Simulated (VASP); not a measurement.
# Ca (Cmmm) in VASP: notebook

Runs on Ca. Level: PBE. Tasks: single point, relaxation of cell and atoms.

Program: VASP 6.6.1. These are calculated values, not measurements. Logs are shortened: lines on timing, memory, paths and dates and some standing lists are left out, and cuts for length are marked.

## (1) The cell of the first run

It takes space group Cmmm (No. 65, orthorhombic). Conventional cell: a = 4.793 Å, b = 5.735 Å, c = 6.361 Å, α = 90.00°, β = 90.00°, γ = 90.00°. Ca (site symmetry mm2) has 6 Ca at 2.89 to 3.74 Å within 3.8 Å.

The cell was built from a structure type or drawn by symmetry, and may not be a known phase.

## (2) Single point, PBE

Contents of INCAR:

```
ALGO = Normal
EDIFF = 1E-6
ENCUT = 500
GGA = PE
GGA_COMPAT = False
ISIF = 2
ISMEAR = 0
LASPH = True
LCHARG = False
LREAL = False
LWAVE = False
NBANDS = 17
NELM = 120
PREC = Accurate
SIGMA = 0.1
```

Contents of KPOINTS:

```
k-points
0
Gamma
  6 6 4
```

Contents of POSCAR:

```
Ca
1.0
    2.3964313600     -2.8674757500      0.0000000000
    2.3964313600      2.8674757500      0.0000000000
    0.0000000000      0.0000000000      6.3607483500
Ca
2
Direct
    0.0000000000      0.0000000000      0.7725486700
    0.0000000000      0.0000000000      0.2274513300
```

Potentials or basis: VASP PAW PBE potentials, release 64 (Ca_sv).

Launch:

```bash
$ cat potpaw_PBE.64/Ca_sv/POTCAR > POTCAR
$ mpirun -np 1 vasp_std > vasp.out
```

OUTCAR:

```text
EDIFF = 1E-6
   ENCUT = 500
   GGA = PE
   ISIF = 2
   ISMEAR = 0
   LASPH = True
   LREAL = False
   NELM = 120
   PREC = Accurate

 ion  position               nearest neighbor table
   1  0.000  0.000  0.773-   2 2.89
   2  0.000  0.000  0.227-   1 2.89

  LATTYP: Found a base centered orthorhombic cell.
 ALAT       =     4.7928627200
 B/A-ratio  =     1.1965607686
 C/A-ratio  =     1.3271292590

  Lattice vectors:

 A1 = (   2.3964313600,  -2.8674757500,   0.0000000000)
 A2 = (   2.3964313600,   2.8674757500,   0.0000000000)
 A3 = (   0.0000000000,   0.0000000000,   6.3607483500)

Analysis of symmetry for initial positions (statically):
=====================================================================
 Subroutine PRICEL returns:
 Original cell was already a primitive cell.

 Routine SETGRP: Setting up the symmetry group for a
 base centered orthorhombic supercell.

 Subroutine GETGRP returns: Found  8 space group operations
 (whereof  8 operations were pure point group operations)
 out of a pool of  8 trial point group operations.

The static configuration has the point symmetry D_2h.

Analysis of symmetry for dynamics (positions and initial velocities):
=====================================================================
 Subroutine PRICEL returns:
 Original cell was already a primitive cell.

 Routine SETGRP: Setting up the symmetry group for a
 base centered orthorhombic supercell.

 Subroutine GETGRP returns: Found  8 space group operations
 (whereof  8 operations were pure point group operations)
 out of a pool of  8 trial point group operations.

The dynamic configuration has the point symmetry D_2h.

 Subroutine INISYM returns: Found  8 space group operations
 (whereof  8 operations are pure point group operations),
 and found     1 'primitive' translations

----------------------------------------------------------------------------------------

                                     Primitive cell

  volume of cell :      87.4184

  direct lattice vectors                    reciprocal lattice vectors
     2.396431360 -2.867475750  0.000000000     0.208643572 -0.174369391  0.000000000
     2.396431360  2.867475750  0.000000000     0.208643572  0.174369391  0.000000000
     0.000000000  0.000000000  6.360748350     0.000000000  0.000000000  0.157214206

  length of vectors
     3.737017586  3.737017586  6.360748350     0.271913267  0.271913267  0.157214206

  position of ions in fractional coordinates (direct lattice)
     0.000000000  0.000000000  0.772548670
     0.000000000  0.000000000  0.227451330

  ion indices of the primitive-cell ions
   primitive index   ion index
                 1           1
                 2           2

----------------------------------------------------------------------------------------

 KPOINTS: k-points

Automatic generation of k-mesh.
 Grid dimensions read from file:
 generate k-points for:    6    6    4

 Generating k-lattice:

  Cartesian coordinates                     Fractional coordinates (reciprocal lattice)
     0.034773929 -0.029061565  0.000000000     0.166666667 -0.000000000  0.000000000
     0.034773929  0.029061565  0.000000000    -0.000000000  0.166666667  0.000000000
     0.000000000  0.000000000  0.039303551     0.000000000  0.000000000  0.250000000

  Length of vectors
     0.045318878  0.045318878  0.039303551

  Shift w.r.t. Gamma in fractional coordinates (k-lattice)
     0.000000000  0.000000000  0.000000000

 Subroutine IBZKPT returns following result:
 ===========================================

 Found     39 irreducible k-points:

 Following reciprocal coordinates:
            Coordinates               Weight
  0.000000  0.000000  0.000000      1.000000
  0.166667  0.000000  0.000000      4.000000
  0.333333 -0.000000  0.000000      4.000000
  0.500000 -0.000000  0.000000      2.000000
  0.166667  0.166667  0.000000      2.000000
  0.333333  0.166667  0.000000      4.000000
[... 16 lines left out ...]
  0.333333  0.333333  0.250000      4.000000
  0.500000  0.333333  0.250000      8.000000
 [... further k-points ...]
   k-points           NKPTS =     39   k-points in BZ     NKDIM =     39   number of bands    NBANDS=     17
   number of dos      NEDOS =    301   number of ions     NIONS =      2
   total plane-waves  NPLWV =  37632
   dimension x,y,z NGX =    28 NGY =   28 NGZ =   48
   dimension x,y,z NGXF=    56 NGYF=   56 NGZF=   96
   ions per type =               2
   NGX,Y,Z   is equivalent  to a cutoff of  12.46, 12.46, 12.55 a.u.
   NGXF,Y,Z  is equivalent  to a cutoff of  24.91, 24.91, 25.09 a.u.
 SYSTEM =  unknown system
   PREC   = accura    normal or accurate (medium, high low for compatibility)
   ISTART =      0    job   : 0-new  1-cont  2-samecut
   ICHARG =      2    charge: 1-file 2-atom 10-const
   ISPIN  =      1    spin polarized calculation?
   LNONCOLLINEAR =      F non collinear calculations
   LSORBIT =      F    spin-orbit coupling
   LASPH  =      T    aspherical Exc in radial PAW
   ENCUT  =  500.0 eV  36.75 Ry    6.06 a.u.   6.81  6.81 11.60*2*pi/ulx,y,z
   NELM   =    120;   NELMIN=  2; NELMDL= -5     # of ELM steps
   EDIFF  = 0.1E-05   stopping-criterion for ELM
   LREAL  =      F    real-space projection
   EDIFFG = 0.1E-04   stopping-criterion for IOM
   NSW    =      0    number of steps for IOM
   IBRION =     -1    ionic relax: 0-MD 1-quasi-New 2-CG
   NFREE  =      0    steps in history (QN), initial steepest desc. (CG)
   ISIF   =      2    stress and relaxation
   ISYM   =      2    0-nonsym 1-usesym 2-fastsym
   POTIM  = 0.5000    time-step for ionic-motion
   TEBEG  =    0.0;   TEEND  =   0.0 temperature during run
   PSTRESS=    0.0 pullay stress
   NELECT =      20.0000    total number of electrons
   NUPDOWN=      -1.0000    fix difference up-down
   EMIN   =  10.00;   EMAX   =-10.00  energy-range for DOS
   EFERMI =   0.00;   METHOD = LEGACY
   ISMEAR =     0;   SIGMA  =   0.10  broadening in eV -4-tet -1-fermi 0-gaus
   EFERMI_NEDOS =   21; number of points for ismear=-14 and -15
   IALGO  =     38    algorithm
   IMIX   =      4    mixing-type and parameters
     AMIX     =   0.40;   BMIX     =  1.00
     AMIX_MAG =   1.60;   BMIX_MAG =  1.00
  volume/ion in A,a.u.               =      43.71       294.96
  Fermi-wavevector in a.u.,A,eV,Ry     =   1.001268  1.892123 13.640363  1.002538
  Thomas-Fermi vector in A             =   2.133679
   LORBIT       =      0    0 simple, 1 ext, 2 COOP (PROOUT), +10 PAW based schemes
   GGA     = PE    functional components
   LHFCALC =     F    Hartree Fock is set to
   AEXX    =    0.0000 exact exchange contribution
   IVDW    =     0    specifies the selected vdW correction
   LEPSILON=     F    determine dielectric tensor
   LRPA    =     F    only Hartree local field effects (RPA)
 non-spin polarized calculation
 Gauss-broadening in eV      SIGMA  =   0.10
  energy-cutoff  :      500.00
  volume of cell :       87.42
 maximum number of plane-waves:      2249
   NGX = 13   NGY = 13   NGZ = 23

 number of electron      19.9999996 magnetization

 Free energy of the ion-electron system (eV)
  ---------------------------------------------------
  ext. energy  EPLUGINS =         0.00000000
  ---------------------------------------------------
  free energy    TOTEN  =        -2.71827824 eV

  energy without entropy =       -2.70491429  energy(sigma->0) =       -2.71159626

 E-fermi :   1.6682     XC(G=0):  -7.5712

 val. band max:        1.6663243505   @ k =   0.5000   0.5000   0.0000
 cond. band min:       1.6932959636   @ k =   0.1667   0.0000   0.0000
 fundamental gap:      0.0269716131
 Fermi energy:         1.6681671901

 k-point     1 :       0.0000    0.0000    0.0000
  band No.  band energies     occupation
      1     -40.5343      2.00000
      2     -40.4442      2.00000
      3     -21.9000      2.00000
      4     -21.4426      2.00000
      5     -21.4348      2.00000
      6     -21.3666      2.00000
[... 9 lines left out ...]
     16       3.8904      0.00000
     17       5.1552      0.00000

 k-point     2 :       0.1667    0.0000    0.0000
  band No.  band energies     occupation
      1     -40.5321      2.00000
      2     -40.4422      2.00000
      3     -21.8959      2.00000
      4     -21.4690      2.00000
      5     -21.4368      2.00000
      6     -21.3900      2.00000
[... 9 lines left out ...]
     16       3.9786      0.00000
     17       4.9133      0.00000

 k-point     3 :       0.3333   -0.0000    0.0000
  band No.  band energies     occupation
      1     -40.5279      2.00000
      2     -40.4383      2.00000
      3     -21.8878      2.00000
      4     -21.5288      2.00000
      5     -21.4427      2.00000
      6     -21.4333      2.00000
[... 9 lines left out ...]
     16       4.3200      0.00000
     17       4.6547      0.00000

 k-point     4 :       0.5000   -0.0000    0.0000
  band No.  band energies     occupation
      1     -40.5257      2.00000
      2     -40.4363      2.00000
      3     -21.8837      2.00000
      4     -21.5585      2.00000
      5     -21.4690      2.00000
      6     -21.4314      2.00000
[... 9 lines left out ...]
     16       4.5094      0.00000
     17       4.5281      0.00000
[... 343 lines left out ...]
      1     -40.5253      2.00000
      2     -40.4452      2.00000
      3     -21.8438      2.00000
      4     -21.4624      2.00000
      5     -21.4580      2.00000
      6     -21.3944      2.00000
[... 9 lines left out ...]
     16       4.2771      0.00000
     17       4.4666      0.00000

 k-point    23 :       0.3333    0.3333    0.2500
  band No.  band energies     occupation
      1     -40.5169      2.00000
      2     -40.4373      2.00000
      3     -21.8290      2.00000
      4     -21.5246      2.00000
      5     -21.5042      2.00000
      6     -21.4511      2.00000
[... 9 lines left out ...]
     16       4.4711      0.00000
     17       5.0597      0.00000

 k-point    24 :       0.5000    0.3333    0.2500
  band No.  band energies     occupation
      1     -40.5150      2.00000
      2     -40.4355      2.00000
      3     -21.8258      2.00000
      4     -21.5473      2.00000
      5     -21.5038      2.00000
      6     -21.4716      2.00000
[... 9 lines left out ...]
     16       4.5810      0.00000
     17       5.2204      0.00000

 [... further k-points ...]

------------------------ aborting loop because EDIFF is reached ----------------------------------------

  FORCE on cell =-STRESS in cart. coord.  units (eV):
  Direction    XX          YY          ZZ          XY          YZ          ZX
  --------------------------------------------------------------------------------------
  -------------------------------------------------------------------------------------
  Total       -2.3137372     -0.9277629      4.2566461      0.0000000      0.0000000      0.0000000
  in kB      -42.4054476    -17.0037465     78.0144703      0.0000000      0.0000000      0.0000000
  external PRESSURE =       6.2017587 kB  Pullay stress =       0.0000000 kB

 VOLUME and BASIS-vectors are now :
 -----------------------------------------------------------------------------
  energy-cutoff  :      500.00
  volume of cell :       87.42
      direct lattice vectors                 reciprocal lattice vectors
     2.396431360 -2.867475750  0.000000000     0.208643572 -0.174369391  0.000000000
     2.396431360  2.867475750  0.000000000     0.208643572  0.174369391  0.000000000
     0.000000000  0.000000000  6.360748350     0.000000000  0.000000000  0.157214206

 POSITION                                       TOTAL-FORCE (eV/Angst)
 -----------------------------------------------------------------------------------
      0.00000      0.00000      4.91399         0.000000      0.000000     -1.191970
      0.00000      0.00000      1.44676        -0.000000      0.000000      1.191970
 -----------------------------------------------------------------------------------
    total drift:                               -0.000000      0.000000      0.000000

  FREE ENERGIE OF THE ION-ELECTRON SYSTEM (eV)
  ---------------------------------------------------
  free  energy   TOTEN  =        -2.7182782405 eV

  energy  without entropy=       -2.7049142884  energy(sigma->0) =       -2.71159626
```

Run time: 53 s. Hardware: 1 thread of Intel Xeon 8259CL, shared host; peak memory 0.2 GiB.

Results:

```
Free energy            : -2.7183 eV
Pressure               : 0.6 GPa
Largest force          : 1.192 eV/Å
Band gap on the k mesh : zero (bands 10 and 11 overlap by 0.48 eV)
```

Forces in eV/Å, atoms in the order of the input:
```
Ca   0.000  0.000 -1.192
Ca   0.000  0.000  1.192
```

Stress tensor (GPa, compression positive):
```
-4.24  0.00  0.00
 0.00 -1.70  0.00
 0.00  0.00  7.80
```

Levels at points of the mesh, in eV from the Fermi level:
| k point | band 7 | band 8 | band 9 | band 10 | band 11 | band 12 | band 13 | band 14 |
| --- | --- | --- | --- | --- | --- | --- | --- | --- |
| (0.00, 0.00, 0.00) | -23.03 | -22.92 | -3.73 | -0.34 | 0.05 | 0.89 | 0.95 | 1.95 |
| (0.50, 0.00, 0.00) | -23.02 | -22.91 | -1.40 | -0.70 | -0.27 | 0.97 | 1.36 | 2.27 |
| (0.50, 0.50, 0.00) | -23.11 | -22.90 | -0.36 | 0.00 | 0.41 | 0.76 | 0.92 | 1.48 |
| (0.00, 0.00, 0.50) | -23.04 | -23.04 | -2.83 | -2.53 | 1.20 | 1.39 | 1.48 | 1.61 |
| (0.50, 0.00, 0.50) | -23.04 | -23.03 | -0.64 | -0.41 | -0.23 | -0.10 | 1.74 | 2.04 |
| (0.50, 0.50, 0.50) | -23.12 | -23.02 | 0.19 | 0.21 | 0.65 | 0.75 | 1.21 | 1.80 |

Caveat: forces of over 1 eV/Å act on the atoms, so gaps and moduli don't describe the material at rest.

## (3) Relaxation of cell and atoms, PBE

Contents of INCAR:

```
PREC     = Accurate       # precision mode
ENCUT    = 500            # plane-wave cutoff, eV
EDIFF    = 1E-7           # SCF threshold, eV
ISMEAR   = 0              # smearing method
SIGMA    = 0.1            # smearing width, eV
LREAL    = F              # projectors in reciprocal space
LASPH    = T              # aspherical terms in the spheres
NELM     = 120            # most SCF steps
ALGO     = Normal         # electronic algorithm
ISIF     = 3              # what is computed and relaxed
LWAVE    = F              # write WAVECAR
LCHARG   = F              # write CHGCAR
GGA      = PE             # functional
IBRION   = 2              # ionic algorithm
NSW      = 90             # ionic steps
EDIFFG   = -0.04          # ionic threshold
GGA_COMPAT= F            
NELMIN   = 4
```

Contents of KPOINTS:

```
regular mesh
0
Gamma
  6 6 4
```

POSCAR is that of step 2.

Potentials or basis: VASP PAW PBE potentials, release 64 (Ca_sv).

Launch:

```bash
$ cat potpaw_PBE.64/Ca_sv/POTCAR > POTCAR
$ mpirun -np 1 vasp_std > vasp.out
```

Wall time 9.3 min (1 thread of Intel Xeon 8259CL, shared host); peak memory 0.22 GiB.

The run converged. Its results:

```yaml
Free_energy: -3.4285 eV
Relaxed_volume: 42.28 Å³/atom
Relaxed_cell: a = 3.744 Å, b = 3.744 Å, c = 6.971 Å, α = 90.00°, β = 90.00°, γ = 120.05°
Space_group_after_relaxing_to_0.1_Å: P6/mmm (No. 191)
Energy_gained_by_relaxing: 355.1 meV/atom
Ionic_steps: 15
Pressure_after_relaxing: 0.0 GPa
Largest_force_after_relaxing: 0.012 eV/Å
Band_gap_on_the_k_mesh: zero (bands 10 and 11 overlap by 0.79 eV)
```

Forces in eV/Å, atoms in the order of the input:
```
Ca   0.000  0.000 -0.012
Ca   0.000  0.000  0.012
```

Stress tensor (GPa, compression positive):
```
 0.09  0.00  0.00
 0.00  0.03  0.00
 0.00  0.00 -0.12
```

The path:
```
step  energy change (eV)  largest force (eV/Å)  pressure (GPa)  volume (Å³)
   1              0.0000                1.1920            0.63        87.42
   2             -0.4369                0.4267           -0.12        89.00
   3             -0.4548                0.3090           -0.18        89.19
   4             -0.4551                0.2975           -0.18        89.21
   5             -0.5076                0.2377           -0.16        88.65
   6             -0.6453                0.0193           -0.19        86.43
   7             -0.5486                0.5343            1.00        79.74
   8             -0.6906                0.1127           -0.07        84.82
   9             -0.6975                0.2173            0.11        83.81
  10             -0.6976                0.2007            0.08        83.97
  11             -0.7045                0.1269            0.07        84.29
  12             -0.7053                0.1453            0.07        84.22
  13             -0.7091                0.0653           -0.05        84.74
  14             -0.7092                0.0462           -0.07        84.86
  15             -0.7103                0.0122            0.00        84.56
```

Final structure:
```xyz
2
Lattice="1.8705 -3.2430 0.0000 1.8705 3.2430 0.0000 0.0000 0.0000 6.9706" Properties=species:S:1:pos:R:3 pbc="T T T"
Ca    3.7409    0.0000    5.2304
Ca    0.0000    0.0000    1.7401
```

Levels at points of the mesh, in eV from the Fermi level:
```tsv
k point	band 8	band 9	band 10	band 11	band 12	band 13
(0.00, 0.00, 0.00)	-22.95	-3.89	-1.23	-0.47	0.98	2.33
(0.50, 0.00, 0.00)	-22.93	-0.91	-0.15	-0.14	0.77	1.17
(0.50, 0.50, 0.00)	-22.93	-0.92	-0.15	-0.14	0.76	1.17
(0.00, 0.00, 0.50)	-22.97	-3.04	-3.04	0.97	0.97	2.51
(0.50, 0.00, 0.50)	-23.01	-0.16	-0.15	-0.13	-0.12	1.91
(0.50, 0.50, 0.50)	-23.01	-0.16	-0.16	-0.13	-0.13	1.91
```
